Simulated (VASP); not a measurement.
A run of VASP 6.6.1 is set up as follows.

The input INCAR:

```
SYSTEM = NaI
ALGO = Normal ; EDIFF = 1E-6
ENCUT = 500 ; GGA = PE
GGA_COMPAT = .False. ; ISIF = 2
ISMEAR = -1 ; LASPH = .True.
LCHARG = .False. ; LREAL = .False.
LWAVE = .False. ; NBANDS = 14
NELM = 120 ; PREC = Accurate
SIGMA = 0.1
```

Contents of KPOINTS:

```
k-points
0
Gamma
  5 5 5
  0 0 0
```

Contents of POSCAR:

```
NaI
1.0
    0.0000000000      3.2653730000      3.2653730000
    3.2653730000      0.0000000000      3.2653730000
    3.2653730000      3.2653730000      0.0000000000
Na I
1 1
Direct
    0.0000000000      0.0000000000      0.0000000000
    0.5000000000      0.5000000000      0.5000000000
```

Potentials or basis: VASP PAW PBE potentials, release 64 (Na_pv, I).

Launch:

```console
$ cat potpaw_PBE.64/Na_pv/POTCAR potpaw_PBE.64/I/POTCAR > POTCAR
$ mpirun -np 1 vasp_std > vasp.out
```

Q: Estimate the pressure.

A: 0.0 GPa.

Q: Estimate the band gap on the k mesh.

A: 3.57 eV, direct.

Caveat: spin-orbit coupling is left out, which moves the levels of the heavy elements.
